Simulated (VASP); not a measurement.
Write the native input for VASP 6.6.1 that does the following.

```
Task                   : single point
Functional             : PBE
Potentials or basis    : VASP PAW PBE potentials, release 64 (C)
Cutoff                 : 520 eV
k mesh                 : 14 × 14 × 12
Occupations            : gaussian, width 0.1 eV
Spin                   : no spin polarisation
Dipole correction      : no
Further INCAR settings : ALGO = Normal; EDIFF = 1e-06; NBANDS = 16
```

The structure of C lies in POSCAR:

```
C
1.0
    3.4446158852      0.0000000000      0.0000000000
    0.0000000000      3.4446158852      0.0000000000
    0.0000000000      0.0000000000      4.4370220450
C
4
Direct
    0.1990914680      0.5000000000      0.0000000000
    0.8009085320      0.5000000000      0.0000000000
    0.5000000000      0.1990914680      0.0000000000
    0.5000000000      0.8009085320      0.0000000000
```

The input as run:

INCAR

```
SYSTEM = C
PREC     = Accurate       ! precision mode
ENCUT    = 520            ! plane-wave cutoff, eV
EDIFF    = 1E-6           ! SCF threshold, eV
ISMEAR   = 0              ! smearing method
SIGMA    = 0.1            ! smearing width, eV
LREAL    = .FALSE.        ! projectors in reciprocal space
LASPH    = .TRUE.         ! aspherical terms in the spheres
NELM     = 100            ! most SCF steps
ALGO     = Normal         ! electronic algorithm
ISIF     = 2              ! what is computed and relaxed
LWAVE    = .FALSE.        ! write WAVECAR
LCHARG   = .FALSE.        ! write CHGCAR
GGA      = PE             ! functional
NBANDS   = 16             ! bands
```

KPOINTS

```
Automatic mesh
0
G
  14 14 12
  0 0 0
```

Potentials or basis: VASP PAW PBE potentials, release 64 (C).

Run with:

```sh
$ cat potpaw_PBE.64/C/POTCAR > POTCAR
$ mpirun -np 1 vasp_std > vasp.out
```

Results of the run:

| Property | Result |
| --- | --- |
| Pressure | 0.2 GPa |
| Largest force | 0.036 eV/Å |
| Band gap on the k mesh | zero (band 8 reaches 3.20 eV, above the bottom of band 9 at -1.11 eV) |

Caveat: this functional lacks dispersion, which binds the layers, so the pressure and a relaxed spacing across them are unreliable.

It took 2.3 min on 1 thread of Intel(R) Xeon(R) Platinum 8259CL CPU @ 2.50GHz (Skylake/Cascade Lake) (shared host), peak memory 0.27 GiB.
